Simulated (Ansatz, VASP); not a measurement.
## One calculation of KCl, two programs

```
K Cl
1.0
     0.00000    3.22076    3.22076
     3.22076    0.00000    3.22076
     3.22076    3.22076    0.00000
K Cl
1 1
Cartesian
  0.0000 0.0000 0.0000
  3.2208 3.2208 3.2208
```

Alike in both runs: task single point; functional PBE; k mesh 6 × 6 × 6; no spin polarisation.

|  | VASP | Ansatz |
| --- | --- | --- |
| version | VASP 6.6.1 | Ansatz 0.2.0 |
| potentials or method | VASP PAW PBE potentials, release 64 (K_sv, Cl) | plane waves, PAW |
| plane-wave cutoff (eV) | 520 | 420 |
| occupations | gaussian, width 0.01 eV | fixed |
| valence electrons in the cell | 16 | 16 |

|  | VASP | Ansatz | Ansatz less VASP |
| --- | --- | --- | --- |
| gap on the k mesh at the Fermi level (eV) | 4.95 | 4.96 | +0.002 |
| pressure (GPa) | -0.4 | -0.4 | -0.01 |
